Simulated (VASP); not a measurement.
# MgI2 (P-3m1) in VASP: further runs

The runs below take MgI2 through single point, with PBEsol.

All numbers are computed with VASP 6.6.1; they aren't measurements. Logs are shortened: lines on timing, memory, paths and dates and some standing lists are left out, and cuts for length are marked.

### Step 1. The cell of the first run

The structure is trigonal, space group P-3m1 (No. 164). Conventional cell: a = 4.255 Å, b = 4.255 Å, c = 6.898 Å, α = 90.00°, β = 90.00°, γ = 120.00°. Within 3.9 Å of Mg (site symmetry -3m) lie 6 I at 2.94 Å. Within 3.9 Å of I (site symmetry 3m) lie 3 Mg at 2.94 Å.

### Step 2. Single point, PBEsol (biaxial strain in the a-b plane: +3.0 %, then relaxed in part)

Contents of INCAR:

```
SYSTEM = MgI2
PREC = Accurate ; ENCUT = 520
EDIFF = 1E-7 ; ISMEAR = 0
SIGMA = 0.02 ; LREAL = .False.
LASPH = .True. ; NELM = 60
ALGO = Normal ; ISIF = 2
LWAVE = .False. ; LCHARG = .False.
GGA = PS ; NBANDS = 15
```

Contents of KPOINTS:

```
regular mesh
0
Gamma
  6 6 4
  0 0 0
```

Contents of POSCAR:

```
MgI2
1.0
    4.2546472978      0.0000000000      0.0000000000
   -2.1273236489      3.6846326440      0.0000000000
    0.0000000000      0.0000000000      6.8978588822
Mg I
1 2
Direct
    0.0000000000      0.0000000000      0.0000000000
    0.3333333333      0.6666666667      0.7646803385
    0.6666666667      0.3333333333      0.2353196615
```

Potentials or basis: VASP PAW PBE potentials, release 64 (Mg, I).

Command:

```bash
> cat potpaw_PBE.64/Mg/POTCAR potpaw_PBE.64/I/POTCAR > POTCAR
> mpirun -np 1 vasp_std > vasp.out
```

OUTCAR:

```text
SYSTEM = MgI2
   PREC = Accurate
   ENCUT = 520
   EDIFF = 1E-7
   ISMEAR = 0
   LREAL = .False.
   LASPH = .True.
   NELM = 60
   ISIF = 2
   GGA = PS

 ion  position               nearest neighbor table
   1  0.000  0.000  0.000-   2 2.94   3 2.94   2 2.94   3 2.94   3 2.94   2 2.94
   2  0.333  0.667  0.765-   1 2.94   1 2.94   1 2.94
   3  0.667  0.333  0.235-   1 2.94   1 2.94   1 2.94

  LATTYP: Found a hexagonal cell.
 ALAT       =     4.2546472978
 C/A-ratio  =     1.6212528088

  Lattice vectors:

 A1 = (   4.2546472978,   0.0000000000,   0.0000000000)
 A2 = (  -2.1273236489,   3.6846326440,   0.0000000000)
 A3 = (   0.0000000000,   0.0000000000,   6.8978588822)

Analysis of symmetry for initial positions (statically):
=====================================================================
 Subroutine PRICEL returns:
 Original cell was already a primitive cell.

 Routine SETGRP: Setting up the symmetry group for a
 hexagonal supercell.

 Subroutine GETGRP returns: Found 12 space group operations
 (whereof 12 operations were pure point group operations)
 out of a pool of 24 trial point group operations.

The static configuration has the point symmetry D_3d.

Analysis of symmetry for dynamics (positions and initial velocities):
=====================================================================
 Subroutine PRICEL returns:
 Original cell was already a primitive cell.

 Routine SETGRP: Setting up the symmetry group for a
 hexagonal supercell.

 Subroutine GETGRP returns: Found 12 space group operations
 (whereof 12 operations were pure point group operations)
 out of a pool of 24 trial point group operations.

The dynamic configuration has the point symmetry D_3d.

 Subroutine INISYM returns: Found 12 space group operations
 (whereof 12 operations are pure point group operations),
 and found     1 'primitive' translations

----------------------------------------------------------------------------------------

                                     Primitive cell

  volume of cell :     108.1364

  direct lattice vectors                    reciprocal lattice vectors
     4.254647298  0.000000000  0.000000000     0.235037109  0.135698738  0.000000000
    -2.127323649  3.684632644  0.000000000     0.000000000  0.271397476  0.000000000
     0.000000000  0.000000000  6.897858882     0.000000000  0.000000000  0.144972522

  length of vectors
     4.254647298  4.254647298  6.897858882     0.271397476  0.271397476  0.144972522

  position of ions in fractional coordinates (direct lattice)
     0.000000000  0.000000000  0.000000000
     0.333333333  0.666666667  0.764680338
[... 92 lines left out ...]
   EFERMI =   0.00;   METHOD = LEGACY
   ISMEAR =     0;   SIGMA  =   0.02  broadening in eV -4-tet -1-fermi 0-gaus
   EFERMI_NEDOS =   21; number of points for ismear=-14 and -15
   IALGO  =     38    algorithm
   IMIX   =      4    mixing-type and parameters
     AMIX     =   0.40;   BMIX     =  1.00
     AMIX_MAG =   1.60;   BMIX_MAG =  1.00
  volume/ion in A,a.u.               =      36.05       243.25
  Fermi-wavevector in a.u.,A,eV,Ry     =   0.865880  1.636275 10.200932  0.749747
  Thomas-Fermi vector in A             =   1.984187
   LORBIT       =      0    0 simple, 1 ext, 2 COOP (PROOUT), +10 PAW based schemes
   GGA     = PS    functional components
   LHFCALC =     F    Hartree Fock is set to
   AEXX    =    0.0000 exact exchange contribution
   IVDW    =     0    specifies the selected vdW correction
   LEPSILON=     F    determine dielectric tensor
   LRPA    =     F    only Hartree local field effects (RPA)
 non-spin polarized calculation
 Gauss-broadening in eV      SIGMA  =   0.02
  energy-cutoff  :      520.00
  volume of cell :      108.14
 maximum number of plane-waves:      2946
   NGX = 15   NGY = 15   NGZ = 25

 number of electron      15.9999999 magnetization

 Free energy of the ion-electron system (eV)
  ---------------------------------------------------
  ext. energy  EPLUGINS =         0.00000000
  ---------------------------------------------------
  free energy    TOTEN  =        -8.39221957 eV

  energy without entropy =       -8.39221957  energy(sigma->0) =       -8.39221957

 E-fermi :   1.9610     XC(G=0):  -8.1255

 val. band max:        1.8392753727   @ k =   0.0000   0.0000   0.0000
 cond. band min:       5.1541880738   @ k =   0.0000   0.0000   0.0000
 fundamental gap:      3.3149127011
 Fermi energy:         1.9610457170

 k-point     1 :       0.0000    0.0000    0.0000
  band No.  band energies     occupation
      1     -10.2147      2.00000
      2      -9.5184      2.00000
      3      -1.5463      2.00000
      4       1.1799      2.00000
      5       1.1799      2.00000
      6       1.5685      2.00000
      7       1.5685      2.00000
      8       1.8393      2.00000
      9       5.1542      0.00000
     10       6.2522      0.00000
     11       8.1775      0.00000
     12       8.1775      0.00000
     13       9.2760      0.00000
     14       9.7129      0.00000
[... 401 lines left out ...]
      2      -9.4248      2.00000
      3      -1.3839      2.00000
      4      -0.9196      2.00000
      5      -0.9196      2.00000
      6      -0.2900      2.00000
      7       1.2917      2.00000
      8       1.2917      2.00000
      9       6.5132      0.00000
     10       7.6472      0.00000
     11       7.6472      0.00000
     12       9.2119      0.00000
     13       9.6929      0.00000
     14       9.9879      0.00000
     15      10.2041      0.00000

------------------------ aborting loop because EDIFF is reached ----------------------------------------

  FORCE on cell =-STRESS in cart. coord.  units (eV):
  Direction    XX          YY          ZZ          XY          YZ          ZX
  --------------------------------------------------------------------------------------
  -------------------------------------------------------------------------------------
  Total       -0.9909809     -0.9909809     -0.0148993     -0.0000000     -0.0000000      0.0000000
  in kB      -14.6826281    -14.6826281     -0.2207514     -0.0000000     -0.0000000      0.0000000
  external PRESSURE =      -9.8620026 kB  Pullay stress =       0.0000000 kB

 VOLUME and BASIS-vectors are now :
 -----------------------------------------------------------------------------
  energy-cutoff  :      520.00
  volume of cell :      108.14
      direct lattice vectors                 reciprocal lattice vectors
     4.254647298  0.000000000  0.000000000     0.235037109  0.135698738  0.000000000
    -2.127323649  3.684632644  0.000000000     0.000000000  0.271397476  0.000000000
     0.000000000  0.000000000  6.897858882     0.000000000  0.000000000  0.144972522

 POSITION                                       TOTAL-FORCE (eV/Angst)
 -----------------------------------------------------------------------------------
      0.00000      0.00000      0.00000        -0.000000      0.000000      0.000000
     -0.00000      2.45642      5.27466        -0.000000      0.000000      0.004998
      2.12732      1.22821      1.62320         0.000000      0.000000     -0.004998
 -----------------------------------------------------------------------------------
    total drift:                               -0.000000      0.000000     -0.000000

  FREE ENERGIE OF THE ION-ELECTRON SYSTEM (eV)
  ---------------------------------------------------
  free  energy   TOTEN  =        -8.3922195668 eV

  energy  without entropy=       -8.3922195668  energy(sigma->0) =       -8.39221957
```

stdout:

```text
POSCAR found type information on POSCAR MgI
 POSCAR found :  2 types and       3 ions
 scaLAPACK will be used
 -----------------------------------------------------------------------------
|                                                                             |
|                                                                             |
|     You enforced a specific xc type in the INCAR file but a different       |
|     I HOPE YOU KNOW WHAT YOU ARE DOING!                                     |
|                                                                             |
 -----------------------------------------------------------------------------

 LDA part: xc-table for (Slater+PW92), standard interpolation
 POSCAR, INCAR and KPOINTS ok, starting setup
 FFT: planning ... GRIDC
 FFT: planning ... GRID_SOFT
 FFT: planning ... GRID
 WAVECAR not read
 entering main loop
```

Run time: 61 s. Hardware: 1 thread of Intel Xeon Platinum 8259CL at 2.50GHz (Skylake/Cascade Lake), shared host; peak memory 0.23 GiB.

Results:

```
Free energy            : -8.3922 eV
Pressure               : -1.0 GPa
Largest force          : 0.005 eV/Å
Band gap on the k mesh : 3.31 eV, direct
```

Forces in eV/Å, atoms in the order of the input:
```
Mg   0.000  0.000  0.000
I    0.000  0.000  0.005
I    0.000  0.000 -0.005
```

Caveat: the cell differs from its parent crystal (biaxial strain in the a-b plane: +3.0 %, then relaxed in part); the PAW data sets were made with another functional, which shifts forces and pressure a little; spin-orbit coupling is left out, which moves the levels of the heavy elements; this functional lacks dispersion, which binds the layers, so the pressure and a relaxed spacing across them are unreliable. A k mesh can miss the band edges.

### Step 3. Single point, PBEsol (biaxial strain in the a-b plane: +3.0 %)

Contents of INCAR:

```
SYSTEM = MgI2
  PREC = Accurate
  ENCUT = 520
  EDIFF = 1E-6
  ISMEAR = 0
  SIGMA = 0.02
  LREAL = .False.
  LASPH = .True.
  NELM = 80
  ALGO = Normal
  ISIF = 2
  LWAVE = .False.
  LCHARG = .False.
  GGA = PS
  NBANDS = 15
```

KPOINTS is that of step 2.

Contents of POSCAR:

```
MgI2
1.0
    4.2546472978      0.0000000000      0.0000000000
   -2.1273236489      3.6846326440      0.0000000000
    0.0000000000      0.0000000000      6.8978972189
Mg I
1 2
Direct
    0.0000000000      0.0000000000      0.0000000000
    0.3333333333      0.6666666667      0.7635836933
    0.6666666667      0.3333333333      0.2364163067
```

Potentials or basis: VASP PAW PBE potentials, release 64 (Mg, I).

Command:

```bash
> cat potpaw_PBE.64/Mg/POTCAR potpaw_PBE.64/I/POTCAR > POTCAR
> mpirun -np 1 vasp_std > vasp.out
```

It took 58 s on 1 thread of Intel Xeon Platinum 8259CL at 2.50GHz (Skylake/Cascade Lake), shared host; peak memory 0.24 GiB.

The run converged. Its results:

* Free energy: -8.3919 eV
* Pressure: -1.1 GPa
* Largest force: 0.041 eV/Å
* Band gap on the k mesh: 3.31 eV, direct

Forces on the atoms (eV/Å):
```
Mg   0.000  0.000  0.000
I    0.000  0.000  0.041
I    0.000  0.000 -0.041
```

Stress tensor (GPa, compression positive):
```
-1.55  0.00  0.00
 0.00 -1.55  0.00
 0.00  0.00 -0.19
```

Levels at points of the mesh, in eV from the valence-band top:
| k point | band 4 | band 5 | band 6 | band 7 | band 8 | band 9 | band 10 | band 11 | band 12 | band 13 |
| --- | --- | --- | --- | --- | --- | --- | --- | --- | --- | --- |
| (0.00, 0.00, 0.00) | -0.64 | -0.64 | -0.26 | -0.26 | 0.00 | 3.31 | 4.42 | 6.35 | 6.35 | 7.44 |
| (0.50, 0.00, 0.00) | -2.77 | -1.76 | -1.52 | -0.87 | -0.55 | 3.41 | 5.13 | 5.52 | 6.80 | 8.01 |
| (0.00, 0.00, 0.50) | -1.30 | -0.56 | -0.56 | -0.35 | -0.35 | 4.19 | 4.50 | 6.18 | 6.18 | 7.57 |
| (0.50, 0.00, 0.50) | -3.11 | -1.38 | -1.11 | -0.77 | -0.76 | 3.37 | 5.09 | 5.69 | 6.07 | 7.51 |

Caveat: the cell differs from its parent crystal (biaxial strain in the a-b plane: +3.0 %); the PAW data sets were made with another functional, which shifts forces and pressure a little; spin-orbit coupling is left out, which moves the levels of the heavy elements; this functional lacks dispersion, which binds the layers, so the pressure and a relaxed spacing across them are unreliable. A k mesh can miss the band edges.

### Step 4. Single point, PBEsol (biaxial strain in the a-b plane: +4.5 %, then relaxed in part)

Contents of INCAR:

```
SYSTEM = MgI2
ALGO = Normal
EDIFF = 1E-6
ENCUT = 520
GGA = PS
ISIF = 2
ISMEAR = 0
LASPH = .True.
LCHARG = .False.
LREAL = .False.
LWAVE = .False.
NBANDS = 15
NELM = 80
PREC = Accurate
SIGMA = 0.02
```

Contents of KPOINTS:

```
k-points
0
Gamma
  6 6 4
  0 0 0
```

Contents of POSCAR:

```
MgI2
1.0
    4.3166081807      0.0000000000      0.0000000000
   -2.1583040904      3.7382923427      0.0000000000
    0.0000000000      0.0000000000      6.8256137367
Mg I
1 2
Direct
    0.0000000000      0.0000000000      0.0000000000
    0.3333333333      0.6666666667      0.7655786081
    0.6666666667      0.3333333333      0.2344213919
```

Command:

```bash
> cat potpaw_PBE.64/Mg/POTCAR potpaw_PBE.64/I/POTCAR > POTCAR
> mpirun -np 1 vasp_std > vasp.out
```

It took 50 s on 1 thread of Intel Xeon Platinum 8259CL at 2.50GHz (Skylake/Cascade Lake), shared host; peak memory 0.24 GiB.

Results (log left out):

* Free energy: -8.3576 eV
* Pressure: -1.4 GPa
* Largest force: 0.005 eV/Å
* Band gap on the k mesh: 3.10 eV, direct

Forces on the atoms (eV/Å):
```
Mg   0.000  0.000  0.000
I    0.000  0.000  0.005
I    0.000  0.000 -0.005
```

Stress tensor (GPa, compression positive):
```
-2.06  0.00  0.00
 0.00 -2.06  0.00
 0.00  0.00 -0.02
```

Levels at points of the mesh, in eV from the valence-band top:
```csv
k point,band 4,band 5,band 6,band 7,band 8,band 9,band 10,band 11,band 12,band 13
"(0.00, 0.00, 0.00)",-0.82,-0.82,-0.41,-0.41,0.00,3.10,4.24,6.14,6.14,7.48
"(0.50, 0.00, 0.00)",-2.77,-1.76,-1.66,-0.90,-0.64,3.28,5.05,5.54,6.68,8.12
"(0.00, 0.00, 0.50)",-1.28,-0.73,-0.73,-0.50,-0.50,3.94,4.33,5.96,5.96,7.39
"(0.50, 0.00, 0.50)",-3.12,-1.52,-1.11,-0.86,-0.80,3.27,5.03,5.75,6.11,7.42
```

Caveat: the cell differs from its parent crystal (biaxial strain in the a-b plane: +4.5 %, then relaxed in part); the PAW data sets were made with another functional, which shifts forces and pressure a little; spin-orbit coupling is left out, which moves the levels of the heavy elements; this functional lacks dispersion, which binds the layers, so the pressure and a relaxed spacing across them are unreliable. A k mesh can miss the band edges.

### Step 5. Single point, PBEsol (biaxial strain in the a-b plane: +4.5 %)

Contents of INCAR:

```
SYSTEM = MgI2
ALGO = Normal
EDIFF = 1E-7
ENCUT = 520
GGA = PS
ISIF = 2
ISMEAR = 0
LASPH = .TRUE.
LCHARG = .FALSE.
LREAL = .FALSE.
LWAVE = .FALSE.
NBANDS = 15
NELM = 100
PREC = Accurate
SIGMA = 0.02
```

Contents of KPOINTS:

```
k-points
0
G
  6 6 4
  0 0 0
```

Contents of POSCAR:

```
MgI2
1.0
    4.3166081807      0.0000000000      0.0000000000
   -2.1583040904      3.7382923427      0.0000000000
    0.0000000000      0.0000000000      6.8346782016
Mg I
1 2
Direct
    0.0000000000      0.0000000000      0.0000000000
    0.3333333333      0.6666666667      0.7646803385
    0.6666666667      0.3333333333      0.2353196615
```

Command:

```bash
> cat potpaw_PBE.64/Mg/POTCAR potpaw_PBE.64/I/POTCAR > POTCAR
> mpirun -np 1 vasp_std > vasp.out
```

Run time: 62 s. Hardware: 1 thread of Intel Xeon Platinum 8259CL at 2.50GHz (Skylake/Cascade Lake), shared host; peak memory 0.23 GiB.

It converged, with:

| Quantity | Value |
| --- | --- |
| Free energy | -8.3572 eV |
| Pressure | -1.5 GPa |
| Largest force | 0.042 eV/Å |
| Band gap on the k mesh | 3.10 eV, direct |

Forces in eV/Å, atoms in the order of the input:
```
Mg   0.000  0.000  0.000
I    0.000  0.000  0.042
I    0.000  0.000 -0.042
```

Stress tensor (GPa, compression positive):
```
-2.14  0.00  0.00
 0.00 -2.14  0.00
 0.00  0.00 -0.19
```

Levels at points of the mesh, in eV from the valence-band top:
| k point | band 5 | band 6 | band 7 | band 8 | band 9 | band 10 | band 11 | band 12 |
| --- | --- | --- | --- | --- | --- | --- | --- | --- |
| (0.00, 0.00, 0.00) | -0.80 | -0.40 | -0.40 | 0.00 | 3.10 | 4.26 | 6.15 | 6.15 |
| (0.50, 0.00, 0.00) | -1.76 | -1.64 | -0.90 | -0.63 | 3.29 | 5.05 | 5.53 | 6.68 |
| (0.00, 0.00, 0.50) | -0.71 | -0.71 | -0.49 | -0.49 | 3.95 | 4.35 | 5.98 | 5.98 |
| (0.50, 0.00, 0.50) | -1.49 | -1.11 | -0.85 | -0.79 | 3.27 | 5.03 | 5.74 | 6.10 |

Caveat: the cell differs from its parent crystal (biaxial strain in the a-b plane: +4.5 %); the PAW data sets were made with another functional, which shifts forces and pressure a little; spin-orbit coupling is left out, which moves the levels of the heavy elements; this functional lacks dispersion, which binds the layers, so the pressure and a relaxed spacing across them are unreliable. A k mesh can miss the band edges.

### Step 6. Overview

| cell | gap on the mesh (eV) | pressure (GPa) | largest force (eV/Å) |
| --- | --- | --- | --- |
| a = 4.255, b = 4.255, c = 6.898 Å, angles 90.0, 90.0, 120.0°, 3 atoms | 3.31 | -1.1 | 0.04 |
| a = 4.317, b = 4.317, c = 6.826 Å, angles 90.0, 90.0, 120.0°, 3 atoms | 3.10 | -1.4 | 0.01 |
| a = 4.317, b = 4.317, c = 6.835 Å, angles 90.0, 90.0, 120.0°, 3 atoms | 3.10 | -1.5 | 0.04 |

Some of these runs hold the atoms at other places in the same cell, which the table doesn't show; runs alike in all that it shows share one row.

Alike in all rows: task single point; level PBEsol; potentials or basis VASP PAW PBE potentials, release 64 (Mg, I); no spin polarisation; k mesh 6 × 6 × 4; cutoff (eV) 520; smearing gaussian 0.02 eV.

Caveats: the PAW data sets were made with another functional, which shifts forces and pressure a little; spin-orbit coupling is left out, which moves the levels of the heavy elements; this functional lacks dispersion, which binds the layers, so the pressure and a relaxed spacing across them are unreliable.

Absolute energies hang on the potentials; compare differences alone.
